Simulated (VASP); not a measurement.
Crystal: Sb.

```
CELL_PARAMETERS angstrom
3.16349 0.00000 0.00000
0.00000 4.40473 0.00000
-0.03943 0.00000 4.46383
ATOMIC_POSITIONS crystal
Sb 0.01139 0.25000 0.24117
Sb 0.98861 0.75000 0.75883
```

Base run:

```yaml
Program: VASP 6.6.1
Functional: r2SCAN
Potentials_or_basis: VASP PAW PBE potentials, release 64 (Sb)
Cutoff: 520 eV
k_mesh: 9 × 6 × 6
Occupations: fermi-dirac, width 0.05 eV
Spin: no spin polarisation
```

Its results: band gap on the k mesh zero (band 5 reaches 11.71 eV, above the bottom of band 6 at 3.25 eV); pressure -2.8 GPa; largest force 0.064 eV/Å.

Q: The run is repeated on the same cell with these changes: functional from r2SCAN to LDA; potentials or basis from VASP PAW PBE potentials, release 64 (Sb) to VASP PAW LDA potentials, release 64 (Sb). What comes out?

A: Band gap on the k mesh zero (band 5 reaches 11.31 eV, above the bottom of band 6 at 3.42 eV); pressure -4.9 GPa; largest force 0.049 eV/Å.

Caveats: spin-orbit coupling is left out, which moves the levels of the heavy elements; the PAW data sets were made with another functional, which shifts forces and pressure a little (some runs).
